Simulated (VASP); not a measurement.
Runs of VASP 6.6.1 on AlAs. The structure is that of space group F-43m (No. 216), or close to it. The cells are those of the table. 

| task | cell | gap on the mesh (eV) | pressure (GPa) |
| --- | --- | --- | --- |
| single point | a = 3.917 Å, angles 60.0°, 2 atoms | 1.22 | 4.4 |
| single point | a = 3.947 Å, angles 60.0°, 2 atoms | 1.27 | (b) |
| single point | a = 3.843 Å, angles 60.0°, 2 atoms | 1.11 | (a) |
| relaxation of cell and atoms | relaxed to 4 GPa from a = 3.980 Å, angles 60.0°, 2 atoms | 1.23 | 4.0 |
| single point | a = 3.878 Å, angles 60.0°, 2 atoms | 1.17 | 7.5 |
| relaxation of cell and atoms | relaxed to 7 GPa from a = 3.980 Å, angles 60.0°, 2 atoms | 1.17 | 7.0 |
| relaxation of cell and atoms | relaxed to 15 GPa from a = 3.980 Å, angles 60.0°, 2 atoms | 1.03 | 15.0 |
| single point | a = 3.791 Å, angles 60.0°, 2 atoms | 1.02 | 15.6 |
| relaxation of cell and atoms | relaxed to 10 GPa from a = 3.980 Å, angles 60.0°, 2 atoms | 1.12 | 10.0 |
| single point | a = 3.963 Å, angles 60.0°, 2 atoms | 1.29 | 1.4 |
| relaxation of cell and atoms | relaxed to 2 GPa from a = 3.980 Å, angles 60.0°, 2 atoms | 1.27 | 2.0 |
| relaxation of cell and atoms | relaxed to 1 GPa from a = 3.980 Å, angles 60.0°, 2 atoms | 1.30 | 1.0 |

Alike in all rows: level LDA; potentials or basis VASP PAW LDA potentials, release 64 (Al, As); no spin polarisation; k mesh 8 × 8 × 8; cutoff (eV) 500; smearing gaussian 0.01 eV.

**Question.** Fill in the values left out.

**Answer.** (a) 10.5; (b) 2.4.

Caveats: the cell is relaxed towards a set pressure, so the enthalpy falls and the energy may rise (some runs).

A k mesh can miss the band edges, and the runs leave out spin-orbit coupling on As.
